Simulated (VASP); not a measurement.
# Mg5NiTe6: single point with PBE

Crystal: Mg5NiTe6.

```xyz
12
Lattice="4.2101 0.0000 0.0000 -2.1051 3.6461 0.0000 0.0000 0.0000 19.9240" Properties=species:S:1:pos:R:3 pbc="T T T"
Mg    0.0000    0.0000   16.4724
Mg    0.0000    0.0000    3.4516
Mg    0.0000    0.0000    0.0000
Mg    0.0000    0.0000    6.8997
Mg    0.0000    0.0000   13.0243
Ni    0.0000    0.0000    9.9620
Te    0.0000    2.4307   18.1998
Te    0.0000    2.4307    5.1724
Te    0.0000    2.4307   11.3202
Te    2.1051    1.2154    1.7242
Te    2.1051    1.2154    8.6038
Te    2.1051    1.2154   14.7516
```

| Item | Value |
| --- | --- |
| Program | VASP 6.6.1 |
| Task | single point |
| Functional | PBE |
| Potentials or basis | VASP PAW PBE potentials, release 64 (Mg, Ni, Te) |
| Cutoff | 520 eV |
| k mesh | 6 × 6 × 1 |
| Occupations | gaussian, width 0.1 eV |
| Spin | collinear spin, ferromagnetic start |
| Starting moments | [0.0, 0.0, 0.0, 0.0, 0.0, 2.0, 0.0, 0.0, 0.0, 0.0, 0.0, 0.0] μB |
| Dipole correction | no |
| Further INCAR settings | ALGO = Normal; EDIFF = 1e-06; NBANDS = 44 |

The pressure is 0.0 GPa, the largest force is 0.011 eV/Å and the band gap on the k mesh is 0.15 eV. The net moment is 1.94 μB per cell, the site moments are Mg +0.00, +0.01 (each value once); Ni +1.01; Te +0.01, +0.03, +0.19 (each value once) μB and the valence electrons inside the program's atomic spheres are Mg 0.29; Ni 8.98; Te 3.48, 3.41 (each value once).

Forces in eV/Å, atoms in the order of the input:
```
Mg   0.000  0.000  0.005
Mg   0.000  0.000 -0.005
Mg   0.000  0.000  0.000
Mg   0.000  0.000 -0.006
Mg   0.000  0.000  0.006
Ni   0.000  0.000  0.000
Te   0.000  0.000  0.000
Te   0.000  0.000  0.008
Te   0.000  0.000  0.011
Te   0.000  0.000  0.000
Te   0.000  0.000 -0.011
Te   0.000  0.000 -0.008
```

Levels at points of the mesh, in eV from the valence-band top:
Spin up:
```csv
k point,band 26,band 27,band 28,band 29,band 30,band 31,band 32,band 33
"(0.00, 0.00, 0.00)",-0.67,-0.22,0.00,0.00,1.48,2.31,2.40,2.49
"(0.50, 0.00, 0.00)",-1.56,-1.28,-0.62,-0.13,1.15,1.20,1.86,2.13
```
Spin down:
| k point | band 25 | band 26 | band 27 | band 28 | band 29 | band 30 |
| --- | --- | --- | --- | --- | --- | --- |
| (0.00, 0.00, 0.00) | -0.60 | -0.60 | -0.07 | 0.86 | 0.86 | 1.52 |
| (0.50, 0.00, 0.00) | -1.34 | -1.30 | -1.23 | 0.23 | 0.68 | 1.20 |

It took 11 min on 1 thread of Intel Xeon 8259CL, with other jobs on the host, peak memory 0.59 GiB.

Caveat: semilocal functionals underestimate gaps, and a narrow one can read as zero; spin-orbit coupling is left out, which moves the levels of the heavy elements; a cell with one magnetic atom can't hold antiferromagnetic order, which such compounds often take. A k mesh can miss the band edges.
